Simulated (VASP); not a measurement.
Set up this calculation in VASP 6.6.1, as the native input.

* Task: single point
* Functional: LDA
* Potentials or basis: VASP PAW LDA potentials, release 64 (Mg, S)
* Cutoff: 600 eV
* k mesh: 8 × 8 × 8
* Occupations: gaussian, width 0.02 eV
* Spin: no spin polarisation
* Dipole correction: no
* Further INCAR settings: ALGO = Normal; EDIFF = 1e-06; NBANDS = 11

The structure of MgS lies in POSCAR:

```
MgS
1.0
    0.0000000000      2.7969341207      2.7969341207
    2.7969341207      0.0000000000      2.7969341207
    2.7969341207      2.7969341207      0.0000000000
Mg S
1 1
Direct
    0.0000000000      0.0000000000      0.0000000000
    0.2500000000      0.2500000000      0.2500000000
```

One way to write it, as run:

INCAR

```
SYSTEM = MgS
ALGO = Normal
EDIFF = 1E-6
ENCUT = 600
GGA_COMPAT = .FALSE.
ISIF = 2
ISMEAR = 0
LASPH = .TRUE.
LCHARG = .TRUE.
LELF = .TRUE.
LREAL = .FALSE.
LVHAR = .TRUE.
LWAVE = .FALSE.
NBANDS = 11
NELM = 120
PREC = Accurate
SIGMA = 0.02
```

KPOINTS

```
k-points
0
G
  8 8 8
  0 0 0
```

Potentials or basis: VASP PAW LDA potentials, release 64 (Mg, S).

Launch:

```bash
$ cat potpaw_LDA.64/Mg/POTCAR potpaw_LDA.64/S/POTCAR > POTCAR
$ mpirun -np 1 vasp_std > vasp.out
```

It gave:

```json
{
 "Pressure": "-0.3 GPa",
 "Band gap on the k mesh": "3.38 eV"
}
```

Wall time 9.7 s on 1 thread of Intel(R) Xeon(R) Platinum 8488C (Sapphire Rapids), on a shared host, peak memory 0.15 GiB.
